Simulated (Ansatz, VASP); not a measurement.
**One calculation of Sr, two programs**

File INCAR:

```
SYSTEM = Sr
PREC = Accurate ; ENCUT = 520
EDIFF = 1E-6 ; ISMEAR = 0
SIGMA = 0.15 ; LREAL = .FALSE.
LASPH = .TRUE. ; NELM = 100
ALGO = Fast ; ISIF = 2
LWAVE = .FALSE. ; LCHARG = .TRUE.
GGA = PS ; LELF = .TRUE.
LVHAR = .TRUE. ; NBANDS = 11
```

Contents of KPOINTS:

```
Automatic mesh
0
G
  14 14 14
  0 0 0
```

File POSCAR:

```
Sr
1.0
   -2.4250000000      2.7431600000      2.4250000000
    2.4250000000     -2.7431600000      2.4250000000
    2.4250000000      2.7431600000     -2.4250000000
Sr
1
Direct
    0.0000000000      0.0000000000      0.0000000000
```

Input for Ansatz:

```yaml
crystal:
  lattice:
    - [-2.425, 2.74316, 2.425]
    - [2.425, -2.74316, 2.425]
    - [2.425, 2.74316, -2.425]
  atoms:
    - { symbol: Sr, position: [0.0, 0.0, 0.0] }
basis:
  ecutwfc: 420
kpoints:
  mp_grid: { grid: [14, 14, 14] }
hamiltonian:
  xc: pbesol
scf:
  occupations: { method: gaussian, width: 0.15 }
output:
  forces: true
  stress: true
  eigenvalues: true
```

Change from the starting cell: strain +0.1312 x Voigt [0, 1, 0, 0, 0, 0], atoms carried along.

Alike in both runs: task single point; functional PBEsol; k mesh 14 × 14 × 14; occupations gaussian, width 0.15 eV; no spin polarisation.

|  | VASP | Ansatz |
| --- | --- | --- |
| version | VASP 6.6.1 | Ansatz 0.2.0 |
| potentials or method | VASP PAW PBE potentials, release 64 (Sr_sv), cutoff 520 eV | scalar-relativistic, plane waves, PAW |
| valence electrons in the cell | 10 | 10 |

```tsv
	VASP	Ansatz	Ansatz less VASP
gap on the k mesh at the Fermi level (eV)	none	none	-
pressure (GPa)	-1.9	-1.9	-0.01
traceless stress, the component that is largest in VASP (GPa)	0.11	0.11	+0.001
```

VASP's potentials were made for PBE, not for PBEsol. A gap of «none» marks a metal or a gap that the smearing closes. With one functional, cell and mesh, what is left measures potentials, basis and numerics.
